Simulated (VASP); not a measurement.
# LiSn2: single point with PBE

Crystal: LiSn2.

```xyz
3
Lattice="5.2343 0.0000 0.0000 -2.6172 4.5330 0.0000 0.0000 0.0000 3.1432" Properties=species:S:1:pos:R:3 pbc="T T T"
Li    0.0000    0.0000    0.0000
Sn    0.0000    3.0220    1.5716
Sn    2.6172    1.5110    1.5716
```

The cell was generated, and may not be a known phase.

- Program: VASP 6.6.1
- Task: single point
- Functional: PBE
- Potentials or basis: VASP PAW PBE potentials, release 64 (Li_sv, Sn_d)
- Cutoff: 520 eV
- k mesh: 12 × 12 × 14
- Occupations: gaussian, width 0.1 eV
- Spin: no spin polarisation
- Dipole correction: no
- Further INCAR settings: ALGO = Fast; EDIFF = 1e-06; NBANDS = 22

- Band gap on the k mesh: zero (an odd number of electrons rules out a gap without spin polarisation)

Levels at points of the mesh, in eV from the Fermi level:
| k point | band 12 | band 13 | band 14 | band 15 | band 16 | band 17 | band 18 | band 19 | band 20 | band 21 |
| --- | --- | --- | --- | --- | --- | --- | --- | --- | --- | --- |
| (0.00, 0.00, 0.00) | -10.34 | -4.98 | -2.43 | -2.43 | -0.36 | -0.36 | 2.07 | 4.72 | 8.39 | 9.50 |
| (0.50, 0.00, 0.00) | -9.21 | -7.94 | -3.62 | -2.30 | 3.17 | 3.79 | 4.46 | 5.09 | 6.03 | 6.60 |
| (0.00, 0.00, 0.50) | -7.58 | -4.42 | -1.71 | -0.17 | -0.17 | -0.15 | 2.83 | 2.83 | 2.98 | 4.14 |
| (0.50, 0.00, 0.50) | -6.36 | -5.18 | -3.44 | -2.19 | -1.15 | -0.01 | 2.80 | 3.11 | 5.68 | 6.20 |

Wall time 6.4 min on 1 thread of Intel(R) Xeon(R) Platinum 8259CL CPU @ 2.50GHz (Skylake/Cascade Lake), on a shared host, peak memory 0.34 GiB.

Caveat: spin-orbit coupling is left out, which moves the levels of the heavy elements.
